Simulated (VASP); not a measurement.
# P (Imma) in VASP: a series of runs

The runs below take P through single point, with PBEsol.

Program: VASP 6.6.1. These are calculated values, not measurements. Logs are shortened: lines on timing, memory, paths and dates and some standing lists are left out, and cuts for length are marked.

## 1. The cell of the first run

Symmetry: Imma, No. 74, orthorhombic system. Conventional cell: a = 3.485 Å, b = 5.181 Å, c = 3.662 Å, α = 90.00°, β = 90.00°, γ = 90.00°. Within 3.0 Å of P (site symmetry mm2) lie 6 P at 2.26 to 2.82 Å.

## 2. Single point, PBEsol (strain +0.030 along x and y, -0.015 along z)

The input, INCAR:

```
PREC = Accurate ; ENCUT = 520
EDIFF = 1E-7 ; ISMEAR = 0
SIGMA = 0.15 ; LREAL = False
LASPH = True ; NELM = 80
ALGO = Normal ; ISIF = 2
LWAVE = False ; LCHARG = False
GGA = PS ; NBANDS = 12
```

The input, KPOINTS:

```
regular mesh
0
Gamma
  18 18 18
```

The input, POSCAR:

```
P
1.0
   -1.7422553444      2.5906199884      1.8310599738
    1.7422553444     -2.5906199884      1.8310599738
    1.7422553444      2.5906199884     -1.8310599738
P
2
Direct
    0.8033091100      0.0533091100      0.7500000000
    0.1966908900      0.9466908900      0.2500000000
```

Potentials or basis: VASP PAW PBE potentials, release 64 (P).

Run with:

```
$ cat potpaw_PBE.64/P/POTCAR > POTCAR
$ mpirun -np 1 vasp_std > vasp.out
```

OUTCAR:

```text
PREC = Accurate
   ENCUT = 520
   EDIFF = 1E-7
   ISMEAR = 0
   LREAL = False
   LASPH = True
   NELM = 80
   ISIF = 2
   GGA = PS

 ion  position               nearest neighbor table
   1  0.803  0.053  0.750-   2 2.26   2 2.26   2 2.62   2 2.62   2 2.82   2 2.82
   2  0.197  0.947  0.250-   1 2.26   1 2.26   1 2.62   1 2.62   1 2.82   1 2.82

  LATTYP: Found a body centered orthorhombic cell.
 ALAT       =     3.4845106888
 B/A-ratio  =     1.0509710759
 C/A-ratio  =     1.4869347348

  Lattice vectors:

 A1 = (   1.7422553444,  -2.5906199884,  -1.8310599738)
 A2 = (  -1.7422553444,  -2.5906199884,   1.8310599738)
 A3 = (  -1.7422553444,   2.5906199884,  -1.8310599738)

Analysis of symmetry for initial positions (statically):
=====================================================================
 Subroutine PRICEL returns:
 Original cell was already a primitive cell.

 Routine SETGRP: Setting up the symmetry group for a
 body centered orthorhombic supercell.

 Subroutine GETGRP returns: Found  8 space group operations
 (whereof  4 operations were pure point group operations)
 out of a pool of  8 trial point group operations.

The static configuration has the point symmetry C_2h.
 The point group associated with its full space group is D_2h.

Analysis of symmetry for dynamics (positions and initial velocities):
=====================================================================
 Subroutine PRICEL returns:
 Original cell was already a primitive cell.

 Routine SETGRP: Setting up the symmetry group for a
 body centered orthorhombic supercell.

 Subroutine GETGRP returns: Found  8 space group operations
 (whereof  4 operations were pure point group operations)
 out of a pool of  8 trial point group operations.

The dynamic configuration has the point symmetry C_2h.
 The point group associated with its full space group is D_2h.

 Subroutine INISYM returns: Found  8 space group operations
 (whereof  4 operations are pure point group operations),
 and found     1 'primitive' translations

----------------------------------------------------------------------------------------

                                     Primitive cell

  volume of cell :      33.0581

  direct lattice vectors                    reciprocal lattice vectors
    -1.742255344  2.590619988  1.831059974     0.000000000  0.193003992  0.273065878
     1.742255344 -2.590619988  1.831059974     0.286984340  0.000000000  0.273065878
     1.742255344  2.590619988 -1.831059974     0.286984340  0.193003992  0.000000000

  length of vectors
     3.619329529  3.619329529  3.619329529     0.334388270  0.396137584  0.345847585

  position of ions in fractional coordinates (direct lattice)
     0.803309110  0.053309110  0.750000000
     0.196690890  0.946690890  0.250000000

  ion indices of the primitive-cell ions
   primitive index   ion index
                 1           1
                 2           2

----------------------------------------------------------------------------------------

 KPOINTS: regular mesh

Automatic generation of k-mesh.
 Grid dimensions read from file:
 generate k-points for:   18   18   18

 Generating k-lattice:

  Cartesian coordinates                     Fractional coordinates (reciprocal lattice)
     0.000000000  0.010722444  0.015170327     0.055555556 -0.000000000  0.000000000
     0.015943574  0.000000000  0.015170327    -0.000000000  0.055555556  0.000000000
     0.015943574  0.010722444  0.000000000     0.000000000  0.000000000  0.055555556

  Length of vectors
     0.018577126  0.022007644  0.019213755

  Shift w.r.t. Gamma in fractional coordinates (k-lattice)
     0.000000000  0.000000000  0.000000000

 Subroutine IBZKPT returns following result:
 ===========================================

 Found    865 irreducible k-points:

 Following reciprocal coordinates:
            Coordinates               Weight
  0.000000  0.000000  0.000000      1.000000
  0.055556  0.000000 -0.000000      4.000000
  0.111111  0.000000 -0.000000      4.000000
  0.166667  0.000000  0.000000      4.000000
  0.222222  0.000000 -0.000000      4.000000
  0.277778  0.000000 -0.000000      4.000000
[... 16 lines left out ...]
 -0.333333  0.055556  0.000000      8.000000
 -0.277778  0.055556  0.000000      8.000000
 [... further k-points ...]
   k-points           NKPTS =    865   k-points in BZ     NKDIM =    865   number of bands    NBANDS=     12
   number of dos      NEDOS =    301   number of ions     NIONS =      2
   total plane-waves  NPLWV =  21952
   dimension x,y,z NGX =    28 NGY =   28 NGZ =   28
   dimension x,y,z NGXF=    56 NGYF=   56 NGZF=   56
   ions per type =               2
   NGX,Y,Z   is equivalent  to a cutoff of  12.86, 12.86, 12.86 a.u.
   NGXF,Y,Z  is equivalent  to a cutoff of  25.72, 25.72, 25.72 a.u.
 SYSTEM =  unknown system
   PREC   = accura    normal or accurate (medium, high low for compatibility)
   ISTART =      0    job   : 0-new  1-cont  2-samecut
   ICHARG =      2    charge: 1-file 2-atom 10-const
   ISPIN  =      1    spin polarized calculation?
   LNONCOLLINEAR =      F non collinear calculations
   LSORBIT =      F    spin-orbit coupling
   LASPH  =      T    aspherical Exc in radial PAW
   ENCUT  =  520.0 eV  38.22 Ry    6.18 a.u.   6.73  6.73  6.73*2*pi/ulx,y,z
   NELM   =     80;   NELMIN=  2; NELMDL= -5     # of ELM steps
   EDIFF  = 0.1E-06   stopping-criterion for ELM
   LREAL  =      F    real-space projection
   EDIFFG = 0.1E-05   stopping-criterion for IOM
   NSW    =      0    number of steps for IOM
   IBRION =     -1    ionic relax: 0-MD 1-quasi-New 2-CG
   NFREE  =      0    steps in history (QN), initial steepest desc. (CG)
   ISIF   =      2    stress and relaxation
   ISYM   =      2    0-nonsym 1-usesym 2-fastsym
   POTIM  = 0.5000    time-step for ionic-motion
   TEBEG  =    0.0;   TEEND  =   0.0 temperature during run
   PSTRESS=    0.0 pullay stress
   NELECT =      10.0000    total number of electrons
   NUPDOWN=      -1.0000    fix difference up-down
   EMIN   =  10.00;   EMAX   =-10.00  energy-range for DOS
   EFERMI =   0.00;   METHOD = LEGACY
   ISMEAR =     0;   SIGMA  =   0.15  broadening in eV -4-tet -1-fermi 0-gaus
   EFERMI_NEDOS =   21; number of points for ismear=-14 and -15
   IALGO  =     38    algorithm
   IMIX   =      4    mixing-type and parameters
     AMIX     =   0.40;   BMIX     =  1.00
     AMIX_MAG =   1.60;   BMIX_MAG =  1.00
  volume/ion in A,a.u.               =      16.53       111.54
  Fermi-wavevector in a.u.,A,eV,Ry     =   1.098961  2.076734 16.431953  1.207714
  Thomas-Fermi vector in A             =   2.235347
   LORBIT       =      0    0 simple, 1 ext, 2 COOP (PROOUT), +10 PAW based schemes
   GGA     = PS    functional components
   LHFCALC =     F    Hartree Fock is set to
   AEXX    =    0.0000 exact exchange contribution
   IVDW    =     0    specifies the selected vdW correction
   LEPSILON=     F    determine dielectric tensor
   LRPA    =     F    only Hartree local field effects (RPA)
 non-spin polarized calculation
 Gauss-broadening in eV      SIGMA  =   0.15
  energy-cutoff  :      520.00
  volume of cell :       33.06
 maximum number of plane-waves:       914
   NGX = 13   NGY = 13   NGZ = 13

 number of electron      10.0000001 magnetization

 Free energy of the ion-electron system (eV)
  ---------------------------------------------------
  ext. energy  EPLUGINS =         0.00000000
  ---------------------------------------------------
  free energy    TOTEN  =       -11.49945828 eV

  energy without entropy =      -11.49710034  energy(sigma->0) =      -11.49827931

 E-fermi :   8.1925     XC(G=0): -10.7827

 val. band max:        8.1737327312   @ k =  -0.4444   0.2778   0.0556
 cond. band min:       8.1957409712   @ k =  -0.4444   0.4444   0.0000
 fundamental gap:      0.0220082400
 Fermi energy:         8.1925328218

 k-point     1 :       0.0000    0.0000    0.0000
  band No.  band energies     occupation
      1      -7.6501      2.00000
      2       5.0662      2.00000
      3       5.1606      2.00000
      4       5.5250      2.00000
      5       6.5253      2.00000
      6       9.7866      0.00000
      7      10.4689      0.00000
      8      12.6674      0.00000
      9      13.2868      0.00000
     10      14.5923      0.00000
     11      15.0233      0.00000
     12      15.2003      0.00000

 k-point     2 :       0.0556    0.0000   -0.0000
  band No.  band energies     occupation
      1      -7.6070      2.00000
      2       4.3492      2.00000
      3       5.1513      2.00000
      4       5.9710      2.00000
      5       6.6367      2.00000
      6       9.8259      0.00000
      7      10.4388      0.00000
      8      12.4096      0.00000
      9      13.3692      0.00000
     10      14.1192      0.00000
     11      14.9993      0.00000
     12      15.8034      0.00000

 k-point     3 :       0.1111    0.0000   -0.0000
  band No.  band energies     occupation
      1      -7.4780      2.00000
      2       3.3424      2.00000
      3       5.1261      2.00000
      4       6.1419      2.00000
      5       7.0032      2.00000
      6       9.8786      0.00000
      7      10.3687      0.00000
      8      11.8297      0.00000
      9      13.6356      0.00000
     10      13.7634      0.00000
     11      14.8058      0.00000
     12      16.8071      0.00000
[... 286 lines left out ...]
 k-point    23 :      -0.3333    0.0556    0.0000
  band No.  band energies     occupation
      1      -6.4292      2.00000
      2      -0.0693      2.00000
      3       4.5537      2.00000
      4       6.4896      2.00000
      5       7.2094      2.00000
      6       8.9225      0.00000
      7       9.5200      0.00000
      8      10.9258      0.00000
      9      14.7016      0.00000
     10      15.1562      0.00000
     11      16.5793      0.00000
     12      20.3164      0.00000

 k-point    24 :      -0.2778    0.0556    0.0000
  band No.  band energies     occupation
      1      -6.8155      2.00000
      2       0.9156      2.00000
      3       4.5949      2.00000
      4       6.3973      2.00000
      5       7.4234      2.00000
      6       9.1421      0.00000
      7       9.8997      0.00000
      8      11.0732      0.00000
      9      14.0123      0.00000
     10      14.7862      0.00000
     11      15.6873      0.00000
     12      19.0377      0.00000

 [... further k-points ...]

------------------------ aborting loop because EDIFF is reached ----------------------------------------

  FORCE on cell =-STRESS in cart. coord.  units (eV):
  Direction    XX          YY          ZZ          XY          YZ          ZX
  --------------------------------------------------------------------------------------
  -------------------------------------------------------------------------------------
  Total       -1.2348989     -1.9071373     -0.0687342      0.0000000      0.0000000      0.0000000
  in kB      -59.8499670    -92.4303196     -3.3312357      0.0000000      0.0000000      0.0000000
  external PRESSURE =     -51.8705074 kB  Pullay stress =       0.0000000 kB

 VOLUME and BASIS-vectors are now :
 -----------------------------------------------------------------------------
  energy-cutoff  :      520.00
  volume of cell :       33.06
      direct lattice vectors                 reciprocal lattice vectors
    -1.742255344  2.590619988  1.831059974     0.000000000  0.193003992  0.273065878
     1.742255344 -2.590619988  1.831059974     0.286984340  0.000000000  0.273065878
     1.742255344  2.590619988 -1.831059974     0.286984340  0.193003992  0.000000000

 POSITION                                       TOTAL-FORCE (eV/Angst)
 -----------------------------------------------------------------------------------
     -0.00000      3.88593      0.19522        -0.000000      0.000000     -0.306631
      1.74226     -1.29531      1.63584         0.000000     -0.000000      0.306631
 -----------------------------------------------------------------------------------
    total drift:                                0.000000     -0.000000     -0.000000

  FREE ENERGIE OF THE ION-ELECTRON SYSTEM (eV)
  ---------------------------------------------------
  free  energy   TOTEN  =       -11.4994582790 eV

  energy  without entropy=      -11.4971003432  energy(sigma->0) =      -11.49827931
```

Wall time 4 min (1 thread of Intel Xeon Platinum 8488C (Sapphire Rapids), shared host); peak memory 0.36 GiB.

What came out:

```yaml
Free_energy: -11.4995 eV
Pressure: -5.2 GPa
Largest_force: 0.307 eV/Å
Band_gap_on_the_k_mesh: zero (bands 5 and 6 overlap by 1.15 eV)
```

Forces in eV/Å, atoms in the order of the input:
```
P    0.000  0.000 -0.307
P    0.000  0.000  0.307
```

Levels at points of the mesh, in eV from the Fermi level:
| k point | band 3 | band 4 | band 5 | band 6 | band 7 | band 8 |
| --- | --- | --- | --- | --- | --- | --- |
| (0.00, 0.00, 0.00) | -3.03 | -2.67 | -1.67 | 1.59 | 2.28 | 4.47 |
| (0.50, 0.00, 0.00) | -3.20 | -1.71 | -1.30 | 0.12 | 0.76 | 1.72 |
| (0.00, 0.50, 0.00) | -6.35 | -5.27 | -4.68 | 0.62 | 6.56 | 7.23 |
| (0.50, 0.50, 0.00) | -2.89 | -2.89 | -0.15 | -0.15 | 0.73 | 0.73 |
| (0.50, 0.50, 0.50) | -7.36 | -5.08 | -4.62 | 0.28 | 6.60 | 8.10 |

Caveat: the cell differs from its parent crystal (strain +0.030 along x and y, -0.015 along z); the stress differs along the axes, from -9 to -0 GPa; the PAW data sets were made with another functional, which shifts forces and pressure a little.

## 3. Single point, PBEsol (strain +0.015 along x and y, +0.015 along z)

The input, INCAR:

```
PREC = Accurate ; ENCUT = 520
EDIFF = 1E-6 ; ISMEAR = 0
SIGMA = 0.15 ; LREAL = F
LASPH = T ; NELM = 60
ALGO = Normal ; ISIF = 2
LWAVE = F ; LCHARG = F
GGA = PS ; NBANDS = 12
```

The input, KPOINTS:

```
Automatic mesh
0
Gamma
  18 18 18
```

The input, POSCAR:

```
P
1.0
   -1.7168826937      2.5528925129      1.8868282978
    1.7168826937     -2.5528925129      1.8868282978
    1.7168826937      2.5528925129     -1.8868282978
P
2
Direct
    0.8033091100      0.0533091100      0.7500000000
    0.1966908900      0.9466908900      0.2500000000
```

Potentials or basis: VASP PAW PBE potentials, release 64 (P).

Run with:

```
$ cat potpaw_PBE.64/P/POTCAR > POTCAR
$ mpirun -np 1 vasp_std > vasp.out
```

Run time: 3.6 min. Hardware: 1 thread of Intel Xeon Platinum 8488C (Sapphire Rapids), shared host; peak memory 0.35 GiB.

Results (log left out):

```yaml
Free_energy: -11.5235 eV
Pressure: -4.8 GPa
Largest_force: 0.062 eV/Å
Band_gap_on_the_k_mesh: zero (bands 5 and 6 overlap by 1.03 eV)
```

Forces on the atoms (eV/Å):
```
P    0.000  0.000 -0.062
P    0.000  0.000  0.062
```

Stress tensor (GPa, compression positive):
```
-4.95  0.00  0.00
 0.00 -5.23  0.00
 0.00  0.00 -4.32
```

Levels at points of the mesh, in eV from the Fermi level:
| k point | band 2 | band 3 | band 4 | band 5 | band 6 | band 7 | band 8 | band 9 |
| --- | --- | --- | --- | --- | --- | --- | --- | --- |
| (0.00, 0.00, 0.00) | -3.37 | -2.98 | -2.75 | -2.09 | 1.46 | 2.34 | 3.99 | 5.26 |
| (0.50, 0.00, 0.00) | -10.82 | -3.10 | -1.69 | -1.47 | 0.24 | 0.83 | 1.71 | 9.06 |
| (0.00, 0.50, 0.00) | -9.92 | -6.35 | -5.23 | -4.92 | 0.52 | 6.54 | 6.83 | 8.41 |
| (0.50, 0.50, 0.00) | -12.02 | -3.25 | -3.25 | -0.10 | -0.10 | 0.24 | 0.24 | 10.23 |
| (0.50, 0.50, 0.50) | -8.09 | -7.84 | -5.04 | -4.90 | 0.26 | 6.29 | 8.11 | 8.23 |

Caveat: the cell differs from its parent crystal (strain +0.015 along x and y, +0.015 along z); the cell stands under tension; the PAW data sets were made with another functional, which shifts forces and pressure a little.

## 4. Single point, PBEsol (strain +0.030 along x and y, +0.000 along z)

The input, INCAR:

```
PREC = Accurate
ENCUT = 520
EDIFF = 1E-7
ISMEAR = 0
SIGMA = 0.15
LREAL = False
LASPH = True
NELM = 100
ALGO = Normal
ISIF = 2
LWAVE = False
LCHARG = False
GGA = PS
NBANDS = 12
```

The input, KPOINTS:

```
regular mesh
0
Gamma
  18 18 18
```

The input, POSCAR:

```
P
1.0
   -1.7422553444      2.5906199884      1.8589441358
    1.7422553444     -2.5906199884      1.8589441358
    1.7422553444      2.5906199884     -1.8589441358
P
2
Direct
    0.8033091100      0.0533091100      0.7500000000
    0.1966908900      0.9466908900      0.2500000000
```

Run with:

```
$ cat potpaw_PBE.64/P/POTCAR > POTCAR
$ mpirun -np 1 vasp_std > vasp.out
```

Wall time 2.9 min (1 thread of Intel Xeon Platinum 8488C (Sapphire Rapids), shared host); peak memory 0.36 GiB.

It converged, with:

* Free energy: -11.4945 eV
* Pressure: -6.3 GPa
* Largest force: 0.132 eV/Å
* Band gap on the k mesh: zero (bands 5 and 6 overlap by 1.12 eV)

Forces on the atoms (eV/Å):
```
P    0.000  0.000 -0.132
P    0.000  0.000  0.132
```

Stress tensor (GPa, compression positive):
```
-7.15  0.00  0.00
 0.00 -8.88  0.00
 0.00  0.00 -2.83
```

Levels at points of the mesh, in eV from the Fermi level:
| k point | band 3 | band 4 | band 5 | band 6 | band 7 | band 8 |
| --- | --- | --- | --- | --- | --- | --- |
| (0.00, 0.00, 0.00) | -2.90 | -2.73 | -1.77 | 1.57 | 2.30 | 4.26 |
| (0.50, 0.00, 0.00) | -3.12 | -1.67 | -1.31 | 0.13 | 0.81 | 1.68 |
| (0.00, 0.50, 0.00) | -6.29 | -5.17 | -4.68 | 0.66 | 6.56 | 6.91 |
| (0.50, 0.50, 0.00) | -2.96 | -2.96 | -0.13 | -0.13 | 0.58 | 0.58 |
| (0.50, 0.50, 0.50) | -7.51 | -4.94 | -4.68 | 0.34 | 6.39 | 7.99 |

Caveat: the cell differs from its parent crystal (strain +0.030 along x and y, +0.000 along z); the stress differs along the axes, from -9 to -3 GPa; the PAW data sets were made with another functional, which shifts forces and pressure a little.

## 5. Summary

| cell | gap on the mesh (eV) | pressure (GPa) | largest force (eV/Å) |
| --- | --- | --- | --- |
| a = 3.619 Å, angles 122.4, 88.6, 119.2°, 2 atoms | none | -5.2 | 0.31 |
| a = 3.609 Å, angles 123.2, 90.0, 117.0°, 2 atoms | none | -4.8 | 0.06 |
| a = 3.634 Å, angles 122.7, 89.0, 118.5°, 2 atoms | none | -6.3 | 0.13 |

Alike in all rows: task single point; level PBEsol; potentials or basis VASP PAW PBE potentials, release 64 (P); no spin polarisation; k mesh 18 × 18 × 18; cutoff (eV) 520; smearing gaussian 0.15 eV.

Caveats: the PAW data sets were made with another functional, which shifts forces and pressure a little; the stress differs along the axes, from -9 to -0 GPa (at least some runs); the cell stands under tension (at least some runs); the stress differs along the axes, from -9 to -3 GPa (at least some runs).

Absolute energies hang on the potentials; compare differences alone.

The gap in the log of VASP goes by the Fermi energy; the results here count the filled bands.